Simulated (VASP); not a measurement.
Write the native input for VASP 6.6.1 that does the following.

```
Task                   : relaxation of cell and atoms
Functional             : PBE
Potentials or basis    : VASP PAW PBE potentials, release 64 (Al, Te)
Cutoff                 : 600 eV
k mesh                 : 6 × 6 × 4
Occupations            : gaussian, width 0.1 eV
Spin                   : no spin polarisation
Dipole correction      : no
Further INCAR settings : ALGO = Normal; EDIFF = 1e-06; IBRION = 2; EDIFFG = -0.04; NSW = 90; ISIF = 3
```

The structure of Al4Te lies in POSCAR:

```
Al4Te
1.0
    3.3096339800      0.0000000000      0.0000000000
    0.0000000000      3.3096339800      0.0000000000
    0.0000000000      0.0000000000      7.0207938800
Al Te
4 1
Direct
    0.0000000000      0.0000000000      0.3333333300
    0.0000000000      0.0000000000      0.6666666700
    0.5000000000      0.5000000000      0.3333333300
    0.5000000000      0.5000000000      0.6666666700
    0.0000000000      0.0000000000      0.0000000000
```

This cell differs from its parent crystal: atoms taken out.

These files were run (other wordings do the same):

INCAR

```
PREC = Accurate
ENCUT = 600
EDIFF = 1E-6
ISMEAR = 0
SIGMA = 0.1
LREAL = F
LASPH = T
NELM = 100
ALGO = Normal
ISIF = 3
LWAVE = F
LCHARG = F
GGA = PE
IBRION = 2
NSW = 90
EDIFFG = -0.04
```

KPOINTS

```
regular mesh
0
Gamma
  6 6 4
```

Potentials or basis: VASP PAW PBE potentials, release 64 (Al, Te).

Launch:

```sh
$ cat potpaw_PBE.64/Al/POTCAR potpaw_PBE.64/Te/POTCAR > POTCAR
$ mpirun -np 1 vasp_std > vasp.out
```

Results of the run:

| Property | Result |
| --- | --- |
| Relaxed volume | 22.23 Å³/atom |
| Relaxed cell | a = 3.602 Å, b = 3.602 Å, c = 8.563 Å, α = 90.00°, β = 90.00°, γ = 90.00° |
| Space group after relaxing (to 0.1 Å) | P4/mmm (No. 123) |
| Energy gained by relaxing | 1055.9 meV/atom |
| Ionic steps | 37 |
| Pressure after relaxing | 0.0 GPa |
| Largest force after relaxing | 0.028 eV/Å |
| Band gap on the k mesh | zero (bands 9 and 10 overlap by 3.49 eV) |

Caveat: the cell differs from its parent crystal (atoms taken out); the volume moved by over 15 % at a fixed basis, so the end points are rough; spin-orbit coupling is left out, which moves the levels of the heavy elements.

Wall time 7.8 min on 1 thread of AMD EPYC 7R13 Processor (Zen 3), with other jobs on the host, peak memory 0.2 GiB.
